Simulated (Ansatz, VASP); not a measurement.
# LiH3O2: VASP beside Ansatz

```xyz
12
Lattice="3.7005 4.1447 0.0000 3.7005 -4.1447 0.0000 1.0963 0.0000 -2.9945" Properties=species:S:1:pos:R:3 pbc="T T T"
Li    4.2487   -1.2608   -1.4973
Li    4.2487    1.2608   -1.4973
O     2.7790    0.0000   -1.8090
O     5.7184    0.0000   -1.1855
O     3.7005   -2.4315    0.0000
O     3.7005    2.4315    0.0000
H     2.3212    0.0000   -0.9771
H     6.1761    0.0000   -2.0174
H     5.4680   -3.0452   -2.5786
H     3.0294   -3.0452   -0.4159
H     3.0294    3.0452   -0.4159
H     5.4680    3.0452   -2.5786
```

Alike in both runs: task single point; functional r2SCAN; k mesh 4 × 4 × 8; no spin polarisation.

```csv
,VASP,Ansatz
version,VASP 6.6.1,Ansatz 0.2.0
potentials or method,"VASP PAW PBE potentials, release 64 (Li_sv, O, H), cutoff 520 eV",PAW plane waves
occupations,"fermi-dirac, width 0.1 eV",fermi-dirac
valence electrons in the cell,36,36
```

```csv
,VASP,Ansatz,Ansatz less VASP
gap on the k mesh at the Fermi level (eV),5.43,5.42,-0.015
rms of the force components (eV/Å),0.372,0.294,-0.0776
```

VASP's potentials were made for PBE, not for r2SCAN. Atom by atom the forces differ by 0.084 eV/Å (rms over components).

Noted on VASP's run: the cutoff is short for stress, so the pressure is rough.
